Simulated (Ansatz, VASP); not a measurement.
**CsBr: VASP beside Ansatz**

```
CELL_PARAMETERS angstrom
4.32562 0.00000 0.00000
0.00000 4.32562 0.00000
0.00000 0.00000 4.32562
ATOMIC_POSITIONS crystal
Cs 0.00000 0.00000 0.00000
Br 0.50000 0.50000 0.50000
```

Alike in both runs: task electric field gradients; functional PBE; k mesh 7 × 7 × 7; occupations fermi-dirac, width 0.02 eV; no spin polarisation.

```csv
,VASP,Ansatz
version,VASP 6.6.1,Ansatz 0.2.0
potentials or method,"VASP PAW PBE potentials, release 64 (Cs_sv, Br)","plane-wave PAW, scalar-relativistic"
plane-wave cutoff (eV),400,420
valence electrons in the cell,16,16
```

```csv
,VASP,Ansatz,Ansatz less VASP
gap on the k mesh at the Fermi level (eV),4.42,4.43,+0.010
pressure (GPa),0.6,0.6,-0.01
```

Spin-orbit coupling is off throughout.
